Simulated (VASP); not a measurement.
Runs of VASP 6.6.1 on TiAl. The structure is that of space group P-6m2 (No. 187), or close to it. The cells are those of the table. 

```csv
cell,gap on the mesh (eV),pressure (GPa),largest force (eV/Å)
"a = 2.867, b = 2.846, c = 4.678 Å, angles 90.0, 90.0, 120.2°, 2 atoms",none,0.1,0.04
"a = 2.867, b = 2.889, c = 4.678 Å, angles 90.0, 90.0, 119.8°, 2 atoms",none,-2.0,0.03
"a = 2.867, b = 2.835, c = 4.678 Å, angles 90.0, 90.0, 120.4°, 2 atoms",none,(b),0.05
"a = 2.867, b = 2.824, c = 4.678 Å, angles 90.0, 90.0, 120.5°, 2 atoms",none,1.2,0.07
"a = 2.867, b = 2.857, c = 4.678 Å, angles 90.0, 90.0, 120.1°, 2 atoms",none,(a),0.02
```

Alike in all rows: task single point; level r2SCAN; potentials or basis VASP PAW PBE potentials, release 64 (Ti_sv, Al); no spin polarisation; k mesh 18 × 18 × 10; cutoff (eV) 520; smearing gaussian 0.15 eV.

Fill in the values left out.

(a) -0.5; (b) 0.6.

Caveats: the PAW data sets were made with another functional, which shifts forces and pressure a little.

A gap of «none» marks levels without a gap at the run's occupations.
